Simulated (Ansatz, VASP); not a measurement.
**One calculation of RbBr, two programs**

```xyz
8
Lattice="-4.9565 0.0000 -0.0206 0.0489 0.0000 -7.0148 0.0000 -9.9320 0.0000" Properties=species:S:1:pos:R:3 pbc="T T T"
Rb   -1.1996   -6.2075   -5.2680
Rb   -1.1996   -1.2415   -5.2680
Rb   -3.7080   -8.6905   -1.7673
Rb   -3.7080   -3.7245   -1.7673
Br   -1.2288   -6.2075   -1.7607
Br   -1.2288   -1.2415   -1.7607
Br   -3.6788   -8.6905   -5.2747
Br   -3.6788   -3.7245   -5.2747
```

Alike in both runs: task single point; functional PBE; k mesh 4 × 2 × 2; occupations gaussian, width 0.1 eV; no spin polarisation.

|  | VASP | Ansatz |
| --- | --- | --- |
| version | VASP 6.6.1 | Ansatz 0.2.0 |
| potentials or method | VASP PAW PBE potentials, release 64 (Rb_sv, Br), cutoff 520 eV | scalar-relativistic, plane waves, PAW |
| valence electrons in the cell | 64 | 64 |

VASP gave:

* gap on the k mesh at the Fermi level (eV): 4.19
* least direct gap on the mesh (eV): 4.19
* pressure (GPa): 0.1
* traceless stress, the component that is largest in VASP (GPa): 0.07

Estimate Ansatz's values.

gap on the k mesh at the Fermi level (eV): 4.19; least direct gap on the mesh (eV): 4.19; pressure (GPa): 0.0; traceless stress, the component that is largest in VASP (GPa): 0.07.

The k mesh is coarse, so the values compare programs but aren't converged.
